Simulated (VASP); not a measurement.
A run of VASP 6.6.1:

The input INCAR:

```
SYSTEM = HC6
ALGO = Normal ; DIPOL = 0.5 0.5 0.299
EDIFF = 1E-6 ; ENCUT = 520
IDIPOL = 3 ; ISIF = 2
ISMEAR = 0 ; LASPH = .TRUE.
LCHARG = .FALSE. ; LDIPOL = .TRUE.
LREAL = .FALSE. ; LWAVE = .FALSE.
NBANDS = 38 ; NELM = 60
PREC = Accurate ; SIGMA = 0.1
```

The input KPOINTS:

```
k-points
0
G
  6 3 1
  0 0 0
```

Contents of POSCAR:

```
HC6
1.0
    4.8895256614      0.0000000000      0.0000000000
   -1.2223814153      8.7849592876      0.0000000000
    0.0000000000      0.0000000000     22.7474729025
C H
12 2
Direct
    0.0193612757      0.0774451030      0.1758437088
    0.5193612758      0.0774451030      0.1758437088
    0.2742015947      0.0968063788      0.2059542860
    0.7742015947      0.0968063788      0.2059542860
    0.2838822326      0.1355289303      0.2661754406
    0.7838822326      0.1355289303      0.2661754406
    0.0386279421      0.1545151615      0.2955067254
    0.5386279421      0.1545151615      0.2955067254
    0.0488684834      0.1954807970      0.3583587359
    0.5488684834      0.1954807970      0.3583587359
    0.3031723044      0.2126952264      0.3845470194
    0.8031723044      0.2126952264      0.3845470194
    0.0488684834      0.0460940537      0.4043294366
    0.0488684834      0.3448675403      0.4043294366
```

Potentials or basis: VASP PAW LDA potentials, release 64 (C, H).

The run is started by

```sh
$ cat potpaw_LDA.64/C/POTCAR potpaw_LDA.64/H/POTCAR > POTCAR
$ mpirun -np 1 vasp_std > vasp.out
```

Hardware: 1 thread of Intel(R) Xeon(R) 6975P-C (Granite Rapids), with other jobs on the host.

Question: Estimate the wall time of this run.

Answer: It took 8.7 min on 1 thread of Intel(R) Xeon(R) 6975P-C (Granite Rapids), on a shared host, peak memory 0.78 GiB. Counts: scf iterations 29, k points 10.
